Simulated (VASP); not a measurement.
# TaN (Fm-3m) in VASP: further runs

TaN is run at these levels: PBE; tasks: relaxation of cell and atoms, single point.

Program: VASP 6.6.1. These are calculated values, not measurements. Logs are shortened: lines on timing, memory, paths and dates and some standing lists are left out, and cuts for length are marked.

## (1) The cell of the first run

It takes space group Fm-3m (No. 225, cubic). Conventional cell: a = 4.358 Å, b = 4.358 Å, c = 4.358 Å, α = 90.00°, β = 90.00°, γ = 90.00°. Ta (site symmetry m-3m) has 6 N at 2.18 Å within 2.9 Å. Within 2.9 Å of N (site symmetry m-3m) lie 6 Ta at 2.18 Å.

## (2) Relaxation of cell and atoms, PBE

Input file INCAR:

```
PREC = Accurate
ENCUT = 600
EDIFF = 1E-6
ISMEAR = 0
SIGMA = 0.1
LREAL = False
LASPH = True
NELM = 60
ALGO = Normal
ISIF = 3
LWAVE = False
LCHARG = False
GGA = PE
IBRION = 2
NSW = 100
EDIFFG = -0.05
```

Input file KPOINTS:

```
regular mesh
0
Gamma
  8 8 8
```

Input file POSCAR:

```
TaN
1.0
    0.0000000000      2.1790000000      2.1790000000
    2.1790000000      0.0000000000      2.1790000000
    2.1790000000      2.1790000000      0.0000000000
Ta N
1 1
Direct
    0.5000000000      0.5000000000      0.5000000000
    0.0000000000      0.0000000000      0.0000000000
```

Potentials or basis: VASP PAW PBE potentials, release 64 (Ta_pv, N).

On the command line:

```sh
$ cat potpaw_PBE.64/Ta_pv/POTCAR potpaw_PBE.64/N/POTCAR > POTCAR
$ mpirun -np 1 vasp_std > vasp.out
```

OUTCAR:

```text
PREC = Accurate
   ENCUT = 600
   EDIFF = 1E-6
   ISMEAR = 0
   LREAL = False
   LASPH = True
   NELM = 60
   ISIF = 3
   GGA = PE
   IBRION = 2
   NSW = 100
   EDIFFG = -0.05

 ion  position               nearest neighbor table
   1  0.500  0.500  0.500-   2 2.18   2 2.18   2 2.18   2 2.18   2 2.18   2 2.18
   2  0.000  0.000  0.000-   1 2.18   1 2.18   1 2.18   1 2.18   1 2.18   1 2.18

  LATTYP: Found a face centered cubic cell.
 ALAT       =     4.3580000000

  Lattice vectors:

 A1 = (   0.0000000000,   2.1790000000,   2.1790000000)
 A2 = (   2.1790000000,   0.0000000000,   2.1790000000)
 A3 = (   2.1790000000,   2.1790000000,   0.0000000000)

Analysis of symmetry for initial positions (statically):
=====================================================================
 Subroutine PRICEL returns:
 Original cell was already a primitive cell.

 Routine SETGRP: Setting up the symmetry group for a
 face centered cubic supercell.

 Subroutine GETGRP returns: Found 48 space group operations
 (whereof 48 operations were pure point group operations)
 out of a pool of 48 trial point group operations.

The static configuration has the point symmetry O_h .

Analysis of symmetry for dynamics (positions and initial velocities):
=====================================================================
 Subroutine PRICEL returns:
 Original cell was already a primitive cell.

 Routine SETGRP: Setting up the symmetry group for a
 face centered cubic supercell.

 Subroutine GETGRP returns: Found 48 space group operations
 (whereof 48 operations were pure point group operations)
 out of a pool of 48 trial point group operations.

The dynamic configuration has the point symmetry O_h .

 Subroutine INISYM returns: Found 48 space group operations
 (whereof 48 operations are pure point group operations),
 and found     1 'primitive' translations

----------------------------------------------------------------------------------------

                                     Primitive cell

  volume of cell :      20.6920

  direct lattice vectors                    reciprocal lattice vectors
     0.000000000  2.179000000  2.179000000    -0.229463056  0.229463056  0.229463056
     2.179000000  0.000000000  2.179000000     0.229463056 -0.229463056  0.229463056
     2.179000000  2.179000000  0.000000000     0.229463056  0.229463056 -0.229463056
[... 98 lines left out ...]
   EFERMI =   0.00;   METHOD = LEGACY
   ISMEAR =     0;   SIGMA  =   0.10  broadening in eV -4-tet -1-fermi 0-gaus
   EFERMI_NEDOS =   21; number of points for ismear=-14 and -15
   IALGO  =     38    algorithm
   IMIX   =      4    mixing-type and parameters
     AMIX     =   0.40;   BMIX     =  1.00
     AMIX_MAG =   1.60;   BMIX_MAG =  1.00
  volume/ion in A,a.u.               =      10.35        69.82
  Fermi-wavevector in a.u.,A,eV,Ry     =   1.502615  2.839530 30.719922  2.257851
  Thomas-Fermi vector in A             =   2.613832
   LORBIT       =      0    0 simple, 1 ext, 2 COOP (PROOUT), +10 PAW based schemes
   GGA     = PE    functional components
   LHFCALC =     F    Hartree Fock is set to
   AEXX    =    0.0000 exact exchange contribution
   IVDW    =     0    specifies the selected vdW correction
   LEPSILON=     F    determine dielectric tensor
   LRPA    =     F    only Hartree local field effects (RPA)
 conjugate gradient relaxation of ions
 non-spin polarized calculation
 Gauss-broadening in eV      SIGMA  =   0.10
  energy-cutoff  :      600.00
  volume of cell :       20.69
 maximum number of plane-waves:       701
 NGX is ok and might be reduce to    28
   NGX = 13   NGY = 13   NGZ = 13

--------------------------------------- Ionic step        1  -------------------------------------------

 number of electron      16.0000001 magnetization

 Free energy of the ion-electron system (eV)
  ---------------------------------------------------
  ext. energy  EPLUGINS =         0.00000000
  ---------------------------------------------------
  free energy    TOTEN  =       -21.76203876 eV

  energy without entropy =      -21.75896030  energy(sigma->0) =      -21.76049953

------------------------ aborting loop because EDIFF is reached ----------------------------------------

  FORCE on cell =-STRESS in cart. coord.  units (eV):
  Direction    XX          YY          ZZ          XY          YZ          ZX
  --------------------------------------------------------------------------------------
  -------------------------------------------------------------------------------------
  Total        2.0197603      2.0197603      2.0197603      0.0000000     -0.0000000      0.0000000
  in kB      156.3899102    156.3899102    156.3899102      0.0000000     -0.0000000      0.0000000
  external PRESSURE =     156.3899102 kB  Pullay stress =       0.0000000 kB
[... 59 lines left out ...]
--------------------------------------- Ionic step        3  -------------------------------------------

 number of electron      15.9999999 magnetization

 Free energy of the ion-electron system (eV)
  ---------------------------------------------------
  ext. energy  EPLUGINS =         0.00000000
  ---------------------------------------------------
  free energy    TOTEN  =       -21.80462885 eV

  energy without entropy =      -21.80121322  energy(sigma->0) =      -21.80292104

 E-fermi :   9.4069     XC(G=0): -13.3402

 val. band max:        9.3380760967   @ k =  -0.2500   0.3750   0.1250
 cond. band min:       9.4154843929   @ k =   0.0000   0.0000   0.0000
 fundamental gap:      0.0774082962
 Fermi energy:         9.4068825538

 k-point     1 :       0.0000    0.0000    0.0000
  band No.  band energies     occupation
      1     -26.4512      2.00000
      2     -26.4512      2.00000
      3     -26.4512      2.00000
      4      -9.3679      2.00000
      5       5.5773      2.00000
      6       5.5773      2.00000
      7       5.5773      2.00000
      8       7.2949      2.00000
      9       7.2949      2.00000
     10       7.2949      2.00000
     11       9.4155      0.90318
     12       9.4155      0.90316
[... 331 lines left out ...]
 k-point    24 :      -0.3750    0.2500    0.1250
  band No.  band energies     occupation
      1     -27.1249      2.00000
      2     -26.7314      2.00000
      3     -26.5978      2.00000
      4      -6.9968      2.00000
      5       0.3087      2.00000
      6       2.3437      2.00000
      7       2.4337      2.00000
      8       9.5575      0.03319
      9       9.9979      0.00000
     10      11.8979      0.00000
     11      14.3513      0.00000
     12      15.5433      0.00000

 [... further k-points ...]
[... 5 lines left out ...]
  --------------------------------------------------------------------------------------
  -------------------------------------------------------------------------------------
  Total       -0.0661273     -0.0661273     -0.0661273      0.0000000      0.0000000      0.0000000
  in kB       -4.8970387     -4.8970387     -4.8970387      0.0000000      0.0000000      0.0000000
  external PRESSURE =      -4.8970387 kB  Pullay stress =       0.0000000 kB
[... 17 lines left out ...]
  FREE ENERGIE OF THE ION-ELECTRON SYSTEM (eV)
  ---------------------------------------------------
  free  energy   TOTEN  =       -21.8046288496 eV

  energy  without entropy=      -21.8012132237  energy(sigma->0) =      -21.80292104

 reached required accuracy - stopping structural energy minimisation
```

OSZICAR:

```text
N       E                     dE             d eps       ncg     rms          rms(c)
DAV:   1     0.952738272884E+02    0.95274E+02   -0.10298E+04   696   0.159E+03
DAV:   2    -0.207929090975E+02   -0.11607E+03   -0.11043E+03   808   0.367E+02
DAV:   3    -0.247233535112E+02   -0.39304E+01   -0.38377E+01   856   0.635E+01
[... 26 lines left out ...]
DAV:   4    -0.218040806628E+02   -0.10334E-02   -0.42627E-03   812   0.803E-01    0.437E-01
DAV:   5    -0.218046127643E+02   -0.53210E-03   -0.12295E-03   864   0.374E-01    0.585E-02
DAV:   6    -0.218046314796E+02   -0.18715E-04   -0.35549E-05   828   0.682E-02    0.223E-02
DAV:   7    -0.218046287227E+02    0.27569E-05   -0.26058E-06   764   0.159E-02    0.505E-03
DAV:   8    -0.218046288496E+02   -0.12689E-06   -0.44354E-07   348   0.625E-03
   3 F= -.21804629E+02 E0= -.21802921E+02  d E =-.425901E-01
```

CONTCAR:

```text
TaN
   1.00000000000000
     0.0000000000000000    2.2116134693538192    2.2116134693538192
     2.2116134693538192   -0.0000000000000000    2.2116134693538192
     2.2116134693538192    2.2116134693538192   -0.0000000000000000
  Ta              N
     1     1
Direct
     0.5000000000000000    0.5000000000000000    0.5000000000000000
     0.0000000000000000    0.0000000000000000    0.0000000000000000

  0.00000000E+00  0.00000000E+00  0.00000000E+00
  0.00000000E+00  0.00000000E+00  0.00000000E+00
```

It took 14 s on 1 thread of Intel Xeon 6975P-C (Granite Rapids), shared host; peak memory 0.17 GiB.

What came out:

- Free energy: -21.8046 eV
- Relaxed volume: 10.82 Å³/atom
- Relaxed cell: a = 3.128 Å, b = 3.128 Å, c = 3.128 Å, α = 60.00°, β = 60.00°, γ = 60.00°
- Space group after relaxing (to 0.05 Å): Fm-3m (No. 225)
- Energy gained by relaxing: 21.3 meV/atom
- Ionic steps: 3
- Pressure after relaxing: -0.5 GPa
- Band gap on the k mesh: zero (band 8 reaches 11.20 eV, above the bottom of band 9 at 7.29 eV)

The path:
```csv
step,energy change (eV),largest force (eV/Å),pressure (GPa),volume (Å³)
1,0.0000,0.0000,15.64,20.69
2,0.1608,0.0000,-26.25,23.87
3,-0.0426,0.0000,-0.49,21.64
```

Final structure:
```xyz
2
Lattice="0.0000 2.2116 2.2116 2.2116 0.0000 2.2116 2.2116 2.2116 0.0000" Properties=species:S:1:pos:R:3 pbc="T T T"
Ta    2.2116    2.2116    2.2116
N     0.0000    0.0000    0.0000
```

Levels at points of the mesh, in eV from the Fermi level:
```tsv
k point	band 4	band 5	band 6	band 7	band 8	band 9	band 10	band 11	band 12
(0.00, 0.00, 0.00)	-18.77	-3.83	-3.83	-3.83	-2.11	-2.11	-2.11	0.01	0.01
(0.50, 0.00, 0.00)	-15.86	-10.29	-7.51	-7.51	1.80	1.80	1.89	3.71	7.30
(0.50, 0.50, 0.00)	-17.53	-6.66	-5.40	-4.65	-4.65	2.01	3.40	3.40	4.30
```

Caveat: spin-orbit coupling is left out, which moves the levels of the heavy elements. Zero-point motion and thermal expansion aren't in these numbers.

(Part 1 of 2 ends here.)
